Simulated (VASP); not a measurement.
# CrO2 (Pnnm) in VASP: single point with LDA

Aim: the single point of CrO2 with LDA.

All numbers are computed with VASP 6.6.1; they aren't measurements. Logs are shortened: lines on timing, memory, paths and dates and some standing lists are left out, and cuts for length are marked.

### 1 The cell of the first run

Symmetry: Pnnm, No. 58, orthorhombic system. Conventional cell: a = 4.448 Å, b = 4.529 Å, c = 2.986 Å, α = 90.00°, β = 90.00°, γ = 90.00°. Within 2.5 Å of Cr (site symmetry 2/m) lie 6 O at 1.92 to 1.95 Å. O (site symmetry m) has 3 Cr at 1.92 to 1.95 Å and 1 O at 2.52 Å within 2.6 Å.

### 2 Single point, LDA, collinear spin, antiferromagnetic start

Contents of INCAR:

```
PREC = Accurate
ENCUT = 520
EDIFF = 1E-7
ISMEAR = 1
SIGMA = 0.05
LREAL = F
LASPH = T
NELM = 150
ALGO = Normal
ISIF = 2
LWAVE = F
LCHARG = T
ISPIN = 2
MAGMOM = 3 -3 0 0 0 0
LORBIT = 11
LMAXMIX = 4
LELF = T
LVHAR = T
NBANDS = 37
```

Contents of KPOINTS:

```
Automatic mesh
0
Gamma
  5 5 8
```

Contents of POSCAR:

```
CrO2
1.0
    4.4480510000      0.0000000000      0.0000000000
    0.0000000000      4.5292350000      0.0000000000
    0.0000000000      0.0000000000      2.9859640000
Cr O
2 4
Direct
    0.5000000000      0.5000000000      0.5000000000
    0.0000000000      0.0000000000      0.0000000000
    0.7929690000      0.1898170000      0.5000000000
    0.2070310000      0.8101830000      0.5000000000
    0.7070310000      0.6898170000      0.0000000000
    0.2929690000      0.3101830000      0.0000000000
```

Potentials or basis: VASP PAW LDA potentials, release 64 (Cr_pv, O).

Run with:

```bash
> cat potpaw_LDA.64/Cr_pv/POTCAR potpaw_LDA.64/O/POTCAR > POTCAR
> mpirun -np 1 vasp_std > vasp.out
```

OUTCAR:

```text
PREC = Accurate
   ENCUT = 520
   EDIFF = 1E-7
   ISMEAR = 1
   LREAL = F
   LASPH = T
   NELM = 150
   ISIF = 2
   ISPIN = 2
   LORBIT = 11

 ion  position               nearest neighbor table
   1  0.500  0.500  0.500-   3 1.92   4 1.92   5 1.95   6 1.95   5 1.95   6 1.95
   2  0.000  0.000  0.000-   5 1.92   6 1.92   3 1.95   4 1.95   3 1.95   4 1.95
   3  0.793  0.190  0.500-   1 1.92   2 1.95   2 1.95
   4  0.207  0.810  0.500-   1 1.92   2 1.95   2 1.95
   5  0.707  0.690  0.000-   2 1.92   1 1.95   1 1.95
   6  0.293  0.310  0.000-   2 1.92   1 1.95   1 1.95

  LATTYP: Found a simple orthorhombic cell.
 ALAT       =     2.9859640000
 B/A-ratio  =     1.4896532577
 C/A-ratio  =     1.5168417972

  Lattice vectors:

 A1 = (   0.0000000000,   0.0000000000,   2.9859640000)
 A2 = (   4.4480510000,   0.0000000000,   0.0000000000)
 A3 = (   0.0000000000,   4.5292350000,   0.0000000000)

Analysis of symmetry for initial positions (statically):
=====================================================================
 Subroutine PRICEL returns:
 Original cell was already a primitive cell.

 Routine SETGRP: Setting up the symmetry group for a
 simple orthorhombic supercell.

 Subroutine GETGRP returns: Found  8 space group operations
 (whereof  4 operations were pure point group operations)
 out of a pool of  8 trial point group operations.

The static configuration has the point symmetry C_2h.
 The point group associated with its full space group is D_2h.

Analysis of symmetry for dynamics (positions and initial velocities):
=====================================================================
 Subroutine PRICEL returns:
 Original cell was already a primitive cell.

 Routine SETGRP: Setting up the symmetry group for a
 simple orthorhombic supercell.

 Subroutine GETGRP returns: Found  8 space group operations
 (whereof  4 operations were pure point group operations)
 out of a pool of  8 trial point group operations.

The dynamic configuration has the point symmetry C_2h.
 The point group associated with its full space group is D_2h.

Analysis of structural, dynamic, and magnetic symmetry:
=====================================================================
 Subroutine PRICEL returns:
 Original cell was already a primitive cell.

 Routine SETGRP: Setting up the symmetry group for a
 simple orthorhombic supercell.

 Subroutine GETGRP returns: Found  8 space group operations
 (whereof  4 operations were pure point group operations)
 out of a pool of  8 trial point group operations.

The overall configuration has the point symmetry C_2h.
 The point group associated with its full space group is D_2h.

 Subroutine INISYM returns: Found  8 space group operations
 (whereof  4 operations are pure point group operations),
 and found     1 'primitive' translations

----------------------------------------------------------------------------------------

                                     Primitive cell

  volume of cell :      60.1560

  direct lattice vectors                    reciprocal lattice vectors
     4.448051000  0.000000000  0.000000000     0.224817566  0.000000000  0.000000000
     0.000000000  4.529235000  0.000000000     0.000000000  0.220787837  0.000000000
     0.000000000  0.000000000  2.985964000     0.000000000  0.000000000  0.334900220

  length of vectors
     4.448051000  4.529235000  2.985964000     0.224817566  0.220787837  0.334900220

  position of ions in fractional coordinates (direct lattice)
     0.500000000  0.500000000  0.500000000
     0.000000000  0.000000000  0.000000000
     0.792969000  0.189817000  0.500000000
     0.207031000  0.810183000  0.500000000
     0.707031000  0.689817000  0.000000000
     0.292969000  0.310183000  0.000000000

  ion indices of the primitive-cell ions
   primitive index   ion index
                 1           1
                 2           2
                 3           3
                 4           4
                 5           5
                 6           6

[... 50 lines left out ...]
  0.200000  0.200000  0.250000      8.000000
  0.400000  0.200000  0.250000      8.000000
 [... further k-points ...]
   k-points           NKPTS =     45   k-points in BZ     NKDIM =     45   number of bands    NBANDS=     37
   number of dos      NEDOS =    301   number of ions     NIONS =      6
   total plane-waves  NPLWV =  31104
   dimension x,y,z NGX =    36 NGY =   36 NGZ =   24
   dimension x,y,z NGXF=    72 NGYF=   72 NGZF=   48
   ions per type =               2   4
   NGX,Y,Z   is equivalent  to a cutoff of  13.46, 13.21, 13.36 a.u.
   NGXF,Y,Z  is equivalent  to a cutoff of  26.91, 26.43, 26.72 a.u.
 SYSTEM =  unknown system
   PREC   = accura    normal or accurate (medium, high low for compatibility)
   ISTART =      0    job   : 0-new  1-cont  2-samecut
   ICHARG =      2    charge: 1-file 2-atom 10-const
   ISPIN  =      2    spin polarized calculation?
   LNONCOLLINEAR =      F non collinear calculations
   LSORBIT =      F    spin-orbit coupling
   LASPH  =      T    aspherical Exc in radial PAW
   ENCUT  =  520.0 eV  38.22 Ry    6.18 a.u.   8.27  8.42  5.55*2*pi/ulx,y,z
   NELM   =    150;   NELMIN=  2; NELMDL= -5     # of ELM steps
   EDIFF  = 0.1E-06   stopping-criterion for ELM
   LREAL  =      F    real-space projection
   EDIFFG = 0.1E-05   stopping-criterion for IOM
   NSW    =      0    number of steps for IOM
   IBRION =     -1    ionic relax: 0-MD 1-quasi-New 2-CG
   NFREE  =      0    steps in history (QN), initial steepest desc. (CG)
   ISIF   =      2    stress and relaxation
   ISYM   =      2    0-nonsym 1-usesym 2-fastsym
   POTIM  = 0.5000    time-step for ionic-motion
   TEBEG  =    0.0;   TEEND  =   0.0 temperature during run
   PSTRESS=    0.0 pullay stress
   NELECT =      48.0000    total number of electrons
   NUPDOWN=      -1.0000    fix difference up-down
   EMIN   =  10.00;   EMAX   =-10.00  energy-range for DOS
   EFERMI =   0.00;   METHOD = LEGACY
   ISMEAR =     1;   SIGMA  =   0.05  broadening in eV -4-tet -1-fermi 0-gaus
   EFERMI_NEDOS =   21; number of points for ismear=-14 and -15
   IALGO  =     38    algorithm
   IMIX   =      4    mixing-type and parameters
     AMIX     =   0.40;   BMIX     =  1.00
     AMIX_MAG =   1.60;   BMIX_MAG =  1.00
  volume/ion in A,a.u.               =      10.03        67.66
  Fermi-wavevector in a.u.,A,eV,Ry     =   1.518433  2.869422 31.370103  2.305638
  Thomas-Fermi vector in A             =   2.627554
   LORBIT       =     11    0 simple, 1 ext, 2 COOP (PROOUT), +10 PAW based schemes
   GGA     = CA    functional components
   LHFCALC =     F    Hartree Fock is set to
   AEXX    =    0.0000 exact exchange contribution
   IVDW    =     0    specifies the selected vdW correction
   LEPSILON=     F    determine dielectric tensor
   LRPA    =     F    only Hartree local field effects (RPA)
 spin polarized calculation
 Methfessel and Paxton  Order N= 1 SIGMA  =   0.05
  energy-cutoff  :      520.00
  volume of cell :       60.16
 maximum number of plane-waves:      1636
 NGX is ok and might be reduce to    36
   NGX = 17   NGY = 17   NGZ = 11

 number of electron      47.9999988 magnetization      -0.0000000

 number of electron      47.9999988 magnetization       0.0000000

 Free energy of the ion-electron system (eV)
  ---------------------------------------------------
  ext. energy  EPLUGINS =         0.00000000
  ---------------------------------------------------
  free energy    TOTEN  =       -54.87678525 eV

  energy without entropy =      -54.87707930  energy(sigma->0) =      -54.87688326

 E-fermi :   4.6674     XC(G=0): -12.2134

 val. band max:        4.6648788603   @ k =   0.0000   0.4000   0.3750
 cond. band min:       4.6836082416   @ k =   0.4000   0.4000   0.5000
 fundamental gap:      0.0187293813
 Fermi energy:         4.6674496969

 spin component 1

 k-point     1 :       0.0000    0.0000    0.0000
  band No.  band energies     occupation
      1     -39.5142      1.00000
      2     -39.4176      1.00000
      3     -39.4012      1.00000
      4     -38.0336      1.00000
      5     -37.6786      1.00000
      6     -37.5200      1.00000
[... 925 lines left out ...]
     35      14.8781      0.00000
     36      15.9008      0.00000

 [... further k-points ...]

 spin component 2

 k-point     1 :       0.0000    0.0000    0.0000
  band No.  band energies     occupation
      1     -39.5142      1.00000
      2     -39.4176      1.00000
      3     -39.4012      1.00000
      4     -38.0336      1.00000
      5     -37.6786      1.00000
      6     -37.5200      1.00000
[... 925 lines left out ...]
     35      14.8874      0.00000
     36      15.8880      0.00000

 [... further k-points ...]

 [bands above 36 left out]

------------------------ aborting loop because EDIFF is reached ----------------------------------------

  FORCE on cell =-STRESS in cart. coord.  units (eV):
  Direction    XX          YY          ZZ          XY          YZ          ZX
  --------------------------------------------------------------------------------------
  -------------------------------------------------------------------------------------
  Total       -8.1020072     -8.1990994    -12.1605406      0.0000000      0.0000000      0.0000000
  in kB     -215.7863793   -218.3723016   -323.8801145      0.0000000      0.0000000      0.0000000
  external PRESSURE =    -252.6795985 kB  Pullay stress =       0.0000000 kB

 VOLUME and BASIS-vectors are now :
 -----------------------------------------------------------------------------
  energy-cutoff  :      520.00
  volume of cell :       60.16
      direct lattice vectors                 reciprocal lattice vectors
     4.448051000  0.000000000  0.000000000     0.224817566  0.000000000  0.000000000
     0.000000000  4.529235000  0.000000000     0.000000000  0.220787837  0.000000000
     0.000000000  0.000000000  2.985964000     0.000000000  0.000000000  0.334900220

 POSITION                                       TOTAL-FORCE (eV/Angst)
 -----------------------------------------------------------------------------------
      2.22403      2.26462      1.49298         0.000000      0.000000     -0.000000
      0.00000      0.00000      0.00000         0.000000      0.000000     -0.000000
      3.52717      0.85973      1.49298         0.489870     -0.330379      0.000000
      0.92088      3.66951      1.49298        -0.489870      0.330379     -0.000000
      3.14491      3.12434      0.00000        -0.489870     -0.330379      0.000000
      1.30314      1.40489      0.00000         0.489870      0.330379      0.000000
 -----------------------------------------------------------------------------------
    total drift:                                0.000000      0.000000     -0.000000

  FREE ENERGIE OF THE ION-ELECTRON SYSTEM (eV)
  ---------------------------------------------------
  free  energy   TOTEN  =       -54.8767852456 eV

  energy  without entropy=      -54.8770792986  energy(sigma->0) =      -54.87688326

 total charge

# of ion       s       p       d       tot
------------------------------------------
    1        0.337   6.415   3.994  10.745
    2        0.337   6.415   3.994  10.745
    3        1.558   3.400   0.000   4.958
    4        1.558   3.400   0.000   4.958
    5        1.558   3.400   0.000   4.958
    6        1.558   3.400   0.000   4.958
--------------------------------------------------
tot          6.903  26.431   7.987  41.321

 magnetization (x)

# of ion       s       p       d       tot
------------------------------------------
    1        0.016   0.011   1.716   1.742
    2       -0.016  -0.011  -1.716  -1.742
    3        0.000   0.021   0.000   0.021
    4        0.000   0.021   0.000   0.021
    5       -0.000  -0.021   0.000  -0.021
    6       -0.000  -0.021   0.000  -0.021
--------------------------------------------------
tot          0.000   0.000  -0.000  -0.000
```

Wall time 2.2 min (1 thread of Intel Xeon Platinum 8375C at 2.90GHz (Ice Lake), shared host); peak memory 0.25 GiB.

What came out:

| Property | Result |
| --- | --- |
| Free energy | -54.8768 eV |
| Pressure | -25.3 GPa |
| Largest force | 0.591 eV/Å |
| Band gap on the k mesh | zero (filled and empty bands overlap) |
| Net moment | 0.00 μB per cell |
| Site moments | Cr +1.74, -1.74; O +0.02, -0.02 (each value once) μB |
| Valence electrons inside the program's atomic spheres | Cr 10.74; O 4.96 |

Forces in eV/Å, atoms in the order of the input:
```
Cr   0.000  0.000  0.000
Cr   0.000  0.000  0.000
O    0.490 -0.330  0.000
O   -0.490  0.330  0.000
O   -0.490 -0.330  0.000
O    0.490  0.330  0.000
```

Caveat: the stress differs along the axes, from -32 to -22 GPa; semilocal functionals often make such compounds metallic where correlation or magnetic order opens a gap, which also shifts bond lengths.
